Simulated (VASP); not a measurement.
Input of a VASP 6.6.1 run:

Contents of INCAR:

```
SYSTEM = Zn
PREC     = Accurate       ! precision mode
ENCUT    = 500            ! plane-wave cutoff, eV
EDIFF    = 1E-7           ! SCF threshold, eV
ISMEAR   = -1             ! smearing method
SIGMA    = 0.02           ! smearing width, eV
LREAL    = .FALSE.        ! projectors in reciprocal space
LASPH    = .TRUE.         ! aspherical terms in the spheres
NELM     = 120            ! most SCF steps
ALGO     = Normal         ! electronic algorithm
ISIF     = 3              ! what is computed and relaxed
LWAVE    = .FALSE.        ! write WAVECAR
LCHARG   = .FALSE.        ! write CHGCAR
IBRION   = 2              ! ionic algorithm
NSW      = 80             ! ionic steps
EDIFFG   = -0.02          ! ionic threshold
GGA_COMPAT= .FALSE.      
NELMIN   = 4
```

Contents of KPOINTS:

```
regular mesh
0
G
  7 7 4
  0 0 0
```

The input POSCAR:

```
Zn
1.0
    2.6700000000      0.0000000000      0.0000000000
   -1.3350000000      2.3122878300      0.0000000000
    0.0000000000      0.0000000000      4.9660000000
Zn
2
Direct
    0.3333333333      0.6666666667      0.2500000000
    0.6666666667      0.3333333333      0.7500000000
```

Potentials or basis: VASP PAW LDA potentials, release 64 (Zn).

Launch:

```sh
$ cat potpaw_LDA.64/Zn/POTCAR > POTCAR
$ mpirun -np 1 vasp_std > vasp.out
```

Question: What does it give for the space group after relaxing (to 0.05 Å)?

Answer: P6_3/mmc (No. 194).

Question: Estimate the relaxed cell.

Answer: a = 2.567 Å, b = 2.567 Å, c = 4.791 Å, α = 90.00°, β = 90.00°, γ = 120.00°.

Question: Predict the band gap on the k mesh.

Answer: Zero (band 12 reaches 5.22 eV, above the bottom of band 13 at 0.63 eV).

Question: What does it give for the relaxed volume?

Answer: 13.67 Å³/atom.

Step by step:
```csv
step,energy change (eV),largest force (eV/Å),pressure (GPa),volume (Å³)
1,0.0000,0.0000,-9.08,30.66
2,-0.1006,0.0000,2.03,26.96
3,-0.1045,0.0000,-0.20,27.49
4,-0.1061,0.0000,-0.04,27.38
5,-0.1062,0.0000,0.04,27.34
```

Caveat: the k points lie up to 0.40 Å⁻¹ apart in the final cell; the volume moved by -11 % from the deposited cell, more than functionals usually miss. Zero-point motion and thermal expansion aren't in these numbers.
